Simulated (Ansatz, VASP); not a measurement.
One calculation of InAs, two programs

```
In As
1.0
     0.00000    3.01800    3.01800
     3.01800    0.00000    3.01800
     3.01800    3.01800    0.00000
In As
1 1
Direct
  0.00000 0.00000 0.00000
  0.25000 0.25000 0.25000
```

Alike in both runs: task single point; functional r2SCAN; k mesh 10 × 10 × 10; occupations gaussian, width 0.01 eV; no spin polarisation.

|  | VASP | Ansatz |
| --- | --- | --- |
| version | VASP 6.6.1 | Ansatz 0.2.0 |
| potentials or method | VASP PAW PBE potentials, release 64 (In_d, As), cutoff 520 eV | scalar-relativistic, plane waves, PAW |
| valence electrons in the cell | 18 | 28 |

|  | VASP | Ansatz | Ansatz less VASP |
| --- | --- | --- | --- |
| gap on the k mesh at the Fermi level (eV) | 0.28 | 0.28 | 0.000 |
| least direct gap on the mesh (eV) | 0.28 | 0.28 | 0.000 |
| pressure (GPa) | 2.3 | 2.3 | 0.00 |

VASP's potentials were made for PBE, not for r2SCAN. VASP's potentials hold 18 valence electrons a cell and Ansatz's 28, so a difference there can come from the potentials and not from the codes.
